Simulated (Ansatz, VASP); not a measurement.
## CdS in VASP and in Ansatz

```xyz
2
Lattice="0.0000 2.9202 2.9202 2.9202 0.0000 2.9202 2.9202 2.9202 0.0000" Properties=species:S:1:pos:R:3 pbc="T T T"
Cd    0.0000    0.0000    0.0000
S     1.4601    1.4601    1.4601
```

Alike in both runs: functional r2SCAN; k mesh 8 × 8 × 8; occupations fermi-dirac, width 0.02 eV; no spin polarisation.

Ansatz relaxed the structure, and its values are those at the end. VASP's run is a single point on that final structure, the one shown.

```csv
,VASP,Ansatz
version,VASP 6.6.1,Ansatz 0.2.0
potentials or method,"VASP PAW PBE potentials, release 64 (Cd, S), cutoff 520 eV",PAW plane waves
valence electrons in the cell,18,26
```

|  | VASP | Ansatz | Ansatz less VASP |
| --- | --- | --- | --- |
| gap on the k mesh at the Fermi level (eV) | 1.58 | 1.58 | -0.001 |
| pressure (GPa) | 1.5 | 1.3 | -0.29 |

VASP's potentials were made for PBE, not for r2SCAN. With one functional, cell and mesh, what is left measures potentials, basis and numerics. VASP's potentials hold 18 valence electrons a cell and Ansatz's 26, so a difference there can come from the potentials and not from the codes. Ansatz's warnings: stress scf threshold loose.
